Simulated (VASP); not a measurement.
# TePb (I4/mmm) in VASP: single point with LDA

Aim: the single point of TePb with LDA.

Program: VASP 6.6.1. These are calculated values, not measurements. Logs are shortened: lines on timing, memory, paths and dates and some standing lists are left out, and cuts for length are marked.

## Step 1: The cell of the first run

Symmetry: I4/mmm, No. 139, tetragonal system. The conventional cell has a = 4.603 Å, b = 4.603 Å, c = 6.305 Å, α = 90.00°, β = 90.00°, γ = 90.00°. Te (site symmetry 4/mmm) has 6 Pb at 3.15 to 3.25 Å within 4.1 Å. Within 4.1 Å of Pb (site symmetry 4/mmm) lie 6 Te at 3.15 to 3.25 Å.

## Step 2: Single point, LDA (in-plane strain +0.02)

Input file INCAR:

```
PREC = Accurate
ENCUT = 500
EDIFF = 1E-6
ISMEAR = 0
SIGMA = 0.01
LREAL = F
LASPH = T
NELM = 120
ALGO = Normal
ISIF = 2
LWAVE = F
LCHARG = T
GGA = CA
LELF = T
LVHAR = T
NBANDS = 17
GGA_COMPAT = F
```

Input file KPOINTS:

```
regular mesh
0
Gamma
  6 6 6
```

Input file POSCAR:

```
TePb
1.0
    3.2547304084      3.2547304084      0.0000000000
   -3.2547304084      3.2547304084      0.0000000000
    0.0000000000      3.2547304084      3.1526212192
Te Pb
1 1
Direct
    0.5000000000      0.5000000000      0.0000000000
    0.0000000000      0.0000000000      0.0000000000
```

Potentials or basis: VASP PAW LDA potentials, release 64 (Te, Pb_d).

Started as:

```console
$ cat potpaw_LDA.64/Te/POTCAR potpaw_LDA.64/Pb_d/POTCAR > POTCAR
$ mpirun -np 1 vasp_std > vasp.out
```

OUTCAR:

```text
PREC = Accurate
   ENCUT = 500
   EDIFF = 1E-6
   ISMEAR = 0
   LREAL = F
   LASPH = T
   NELM = 120
   ISIF = 2
   GGA = CA

 ion  position               nearest neighbor table
   1  0.500  0.500  0.000-   2 3.15   2 3.15   2 3.25   2 3.25   2 3.25   2 3.25
   2  0.000  0.000  0.000-   1 3.15   1 3.15   1 3.25   1 3.25   1 3.25   1 3.25

  LATTYP: Found a body centered tetragonal cell.
 ALAT       =     4.6028838854
 C/A-ratio  =     1.3698460781

  Lattice vectors:

 A1 = (   3.2547304084,   0.0000000000,  -3.1526212192)
 A2 = (  -3.2547304084,   0.0000000000,  -3.1526212192)
 A3 = (   0.0000000000,   3.2547304084,   3.1526212192)

Analysis of symmetry for initial positions (statically):
=====================================================================
 Subroutine PRICEL returns:
 Original cell was already a primitive cell.

 Routine SETGRP: Setting up the symmetry group for a
 body centered tetragonal supercell.

 Subroutine GETGRP returns: Found 16 space group operations
 (whereof 16 operations were pure point group operations)
 out of a pool of 16 trial point group operations.

The static configuration has the point symmetry D_4h.

Analysis of symmetry for dynamics (positions and initial velocities):
=====================================================================
 Subroutine PRICEL returns:
 Original cell was already a primitive cell.

 Routine SETGRP: Setting up the symmetry group for a
 body centered tetragonal supercell.

 Subroutine GETGRP returns: Found 16 space group operations
 (whereof 16 operations were pure point group operations)
 out of a pool of 16 trial point group operations.

The dynamic configuration has the point symmetry D_4h.

 Subroutine INISYM returns: Found 16 space group operations
 (whereof 16 operations are pure point group operations),
 and found     1 'primitive' translations

----------------------------------------------------------------------------------------

                                     Primitive cell

  volume of cell :      66.7931

  direct lattice vectors                    reciprocal lattice vectors
     3.254730408  3.254730408  0.000000000     0.153622555  0.153622555 -0.158598184
    -3.254730408  3.254730408  0.000000000    -0.153622555  0.153622555 -0.158598184
     0.000000000  3.254730408  3.152621219     0.000000000  0.000000000  0.317196368

  length of vectors
     4.602883885  4.602883885  4.531257064     0.268985432  0.268985432  0.317196368

  position of ions in fractional coordinates (direct lattice)
     0.500000000  0.500000000  0.000000000
     0.000000000  0.000000000  0.000000000

  ion indices of the primitive-cell ions
   primitive index   ion index
                 1           1
                 2           2

----------------------------------------------------------------------------------------

 KPOINTS: regular mesh

Automatic generation of k-mesh.
 Grid dimensions read from file:
 generate k-points for:    6    6    6

 Generating k-lattice:

  Cartesian coordinates                     Fractional coordinates (reciprocal lattice)
     0.025603759  0.025603759 -0.026433031     0.166666667  0.000000000  0.000000000
    -0.025603759  0.025603759 -0.026433031     0.000000000  0.166666667  0.000000000
     0.000000000  0.000000000  0.052866061     0.000000000  0.000000000  0.166666667

  Length of vectors
     0.044830905  0.044830905  0.052866061

  Shift w.r.t. Gamma in fractional coordinates (k-lattice)
     0.000000000  0.000000000  0.000000000

 Subroutine IBZKPT returns following result:
 ===========================================

 Found     30 irreducible k-points:

 Following reciprocal coordinates:
            Coordinates               Weight
  0.000000  0.000000  0.000000      1.000000
  0.166667  0.000000  0.000000      8.000000
  0.333333  0.000000  0.000000      8.000000
  0.500000  0.000000  0.000000      4.000000
  0.166667  0.166667  0.000000      8.000000
  0.333333  0.166667  0.000000     16.000000
[... 16 lines left out ...]
 -0.333333 -0.333333  0.166667      4.000000
 -0.166667 -0.333333  0.166667     16.000000
 [... further k-points ...]
   k-points           NKPTS =     30   k-points in BZ     NKDIM =     30   number of bands    NBANDS=     17
   number of dos      NEDOS =    301   number of ions     NIONS =      2
   total plane-waves  NPLWV =  46656
   dimension x,y,z NGX =    36 NGY =   36 NGZ =   36
   dimension x,y,z NGXF=    72 NGYF=   72 NGZF=   72
   ions per type =               1   1
   NGX,Y,Z   is equivalent  to a cutoff of  13.00, 13.00, 13.21 a.u.
   NGXF,Y,Z  is equivalent  to a cutoff of  26.00, 26.00, 26.42 a.u.
 SYSTEM =  unknown system
   PREC   = accura    normal or accurate (medium, high low for compatibility)
   ISTART =      0    job   : 0-new  1-cont  2-samecut
   ICHARG =      2    charge: 1-file 2-atom 10-const
   ISPIN  =      1    spin polarized calculation?
   LNONCOLLINEAR =      F non collinear calculations
   LSORBIT =      F    spin-orbit coupling
   LASPH  =      T    aspherical Exc in radial PAW
   ENCUT  =  500.0 eV  36.75 Ry    6.06 a.u.   8.39  8.39  8.26*2*pi/ulx,y,z
   NELM   =    120;   NELMIN=  2; NELMDL= -5     # of ELM steps
   EDIFF  = 0.1E-05   stopping-criterion for ELM
   LREAL  =      F    real-space projection
   EDIFFG = 0.1E-04   stopping-criterion for IOM
   NSW    =      0    number of steps for IOM
   IBRION =     -1    ionic relax: 0-MD 1-quasi-New 2-CG
   NFREE  =      0    steps in history (QN), initial steepest desc. (CG)
   ISIF   =      2    stress and relaxation
   ISYM   =      2    0-nonsym 1-usesym 2-fastsym
   POTIM  = 0.5000    time-step for ionic-motion
   TEBEG  =    0.0;   TEEND  =   0.0 temperature during run
   PSTRESS=    0.0 pullay stress
   NELECT =      20.0000    total number of electrons
   NUPDOWN=      -1.0000    fix difference up-down
   EMIN   =  10.00;   EMAX   =-10.00  energy-range for DOS
   EFERMI =   0.00;   METHOD = LEGACY
   ISMEAR =     0;   SIGMA  =   0.01  broadening in eV -4-tet -1-fermi 0-gaus
   EFERMI_NEDOS =   21; number of points for ismear=-14 and -15
   IALGO  =     38    algorithm
   IMIX   =      4    mixing-type and parameters
     AMIX     =   0.40;   BMIX     =  1.00
     AMIX_MAG =   1.60;   BMIX_MAG =  1.00
  volume/ion in A,a.u.               =      33.40       225.37
  Fermi-wavevector in a.u.,A,eV,Ry     =   1.095236  2.069695 16.320746  1.199541
  Thomas-Fermi vector in A             =   2.231555
   LORBIT       =      0    0 simple, 1 ext, 2 COOP (PROOUT), +10 PAW based schemes
   GGA     = CA    functional components
   LHFCALC =     F    Hartree Fock is set to
   AEXX    =    0.0000 exact exchange contribution
   IVDW    =     0    specifies the selected vdW correction
   LEPSILON=     F    determine dielectric tensor
   LRPA    =     F    only Hartree local field effects (RPA)
 non-spin polarized calculation
 Gauss-broadening in eV      SIGMA  =   0.01
  energy-cutoff  :      500.00
  volume of cell :       66.79
 maximum number of plane-waves:      1727
 NGX is ok and might be reduce to    36
   NGX = 17   NGY = 17   NGZ = 17

 number of electron      20.0000002 magnetization

 Free energy of the ion-electron system (eV)
  ---------------------------------------------------
  ext. energy  EPLUGINS =         0.00000000
  ---------------------------------------------------
  free energy    TOTEN  =        -8.75221787 eV

  energy without entropy =       -8.75221787  energy(sigma->0) =       -8.75221787

 E-fermi :   5.7018     XC(G=0):  -9.6170

 val. band max:        5.5769520545   @ k =   0.5000   0.0000   0.0000
 cond. band min:       6.1386776763   @ k =   0.5000   0.0000   0.0000
 fundamental gap:      0.5617256218
 Fermi energy:         5.7018142992

 k-point     1 :       0.0000    0.0000    0.0000
  band No.  band energies     occupation
      1     -11.1487      2.00000
      2     -11.1404      2.00000
      3     -11.1335      2.00000
      4     -11.1267      2.00000
      5     -11.1267      2.00000
      6      -6.5982      2.00000
[... 9 lines left out ...]
     16      11.4305      0.00000
     17      12.7838      0.00000

 k-point     2 :       0.1667    0.0000    0.0000
  band No.  band energies     occupation
      1     -11.1512      2.00000
      2     -11.1445      2.00000
      3     -11.1315      2.00000
      4     -11.1242      2.00000
      5     -11.1226      2.00000
      6      -6.3586      2.00000
[... 9 lines left out ...]
     16      11.8493      0.00000
     17      14.3342      0.00000

 k-point     3 :       0.3333    0.0000    0.0000
  band No.  band energies     occupation
      1     -11.1578      2.00000
      2     -11.1537      2.00000
      3     -11.1291      2.00000
      4     -11.1168      2.00000
      5     -11.1128      2.00000
      6      -5.7027      2.00000
[... 9 lines left out ...]
     16      13.2030      0.00000
     17      16.3939      0.00000

 k-point     4 :       0.5000    0.0000    0.0000
  band No.  band energies     occupation
      1     -11.1614      2.00000
      2     -11.1584      2.00000
      3     -11.1285      2.00000
      4     -11.1126      2.00000
      5     -11.1076      2.00000
      6      -5.1364      2.00000
[... 9 lines left out ...]
     16      14.8460      0.00000
     17      14.8615      0.00000
[... 343 lines left out ...]
      1     -11.1818      2.00000
      2     -11.1456      2.00000
      3     -11.1257      2.00000
      4     -11.1203      2.00000
      5     -11.1048      2.00000
      6      -5.2652      2.00000
[... 9 lines left out ...]
     16      14.4421      0.00000
     17      15.4911      0.00000

 k-point    23 :      -0.3333   -0.3333    0.1667
  band No.  band energies     occupation
      1     -11.1992      2.00000
      2     -11.1409      2.00000
      3     -11.1274      2.00000
      4     -11.1193      2.00000
      5     -11.0965      2.00000
      6      -4.8058      2.00000
[... 9 lines left out ...]
     16      16.6787      0.00000
     17      17.0037      0.00000

 k-point    24 :      -0.1667   -0.3333    0.1667
  band No.  band energies     occupation
      1     -11.1851      2.00000
      2     -11.1494      2.00000
      3     -11.1274      2.00000
      4     -11.1165      2.00000
      5     -11.1009      2.00000
      6      -4.8207      2.00000
[... 9 lines left out ...]
     16      15.7225      0.00000
     17      16.1522      0.00000

 [... further k-points ...]
[... 5 lines left out ...]
  --------------------------------------------------------------------------------------
  -------------------------------------------------------------------------------------
  Total       -1.0023472     -1.0023472      0.6603953      0.0000000     -0.0000000     -0.0000000
  in kB      -24.0434592    -24.0434592     15.8410056      0.0000000     -0.0000000     -0.0000000
  external PRESSURE =     -10.7486376 kB  Pullay stress =       0.0000000 kB

 VOLUME and BASIS-vectors are now :
 -----------------------------------------------------------------------------
  energy-cutoff  :      500.00
  volume of cell :       66.79
      direct lattice vectors                 reciprocal lattice vectors
     3.254730408  3.254730408  0.000000000     0.153622555  0.153622555 -0.158598184
    -3.254730408  3.254730408  0.000000000    -0.153622555  0.153622555 -0.158598184
     0.000000000  3.254730408  3.152621219     0.000000000  0.000000000  0.317196368

 POSITION                                       TOTAL-FORCE (eV/Angst)
 -----------------------------------------------------------------------------------
      0.00000      3.25473      0.00000         0.000000      0.000000      0.000000
      0.00000      0.00000      0.00000         0.000000     -0.000000      0.000000
 -----------------------------------------------------------------------------------
    total drift:                                0.000000      0.000000     -0.000000

  FREE ENERGIE OF THE ION-ELECTRON SYSTEM (eV)
  ---------------------------------------------------
  free  energy   TOTEN  =        -8.7522178708 eV

  energy  without entropy=       -8.7522178708  energy(sigma->0) =       -8.75221787
```

It took 30 s on 1 thread of Intel Xeon Platinum 8488C (Sapphire Rapids), shared host; peak memory 0.19 GiB.

Results:

* Free energy: -8.7522 eV
* Pressure: -1.1 GPa
* Band gap on the k mesh: 0.56 eV, direct

Stress tensor (GPa, compression positive):
```
-2.40  0.00  0.00
 0.00 -2.40  0.00
 0.00  0.00  1.58
```

Levels at points of the mesh, in eV from the valence-band top:
```
           k point  band 7  band 8  band 9  band 10  band 11  band 12  band 13  band 14
(0.00, 0.00, 0.00)   -5.67   -1.64   -1.31    -1.31     3.72     3.72     4.48     5.67
(0.50, 0.00, 0.00)   -8.73   -0.98   -0.90     0.00     0.56     1.08     1.25     8.27
(0.50, 0.50, 0.00)   -7.32   -4.61   -3.05    -2.70     3.22     5.04     5.85     6.48
(0.00, 0.00, 0.50)   -7.55   -4.67   -2.95    -2.95     3.11     5.30     5.30     6.94
```

Caveat: the cell differs from its parent crystal (in-plane strain +0.02); spin-orbit coupling is left out, which moves the levels of the heavy elements.
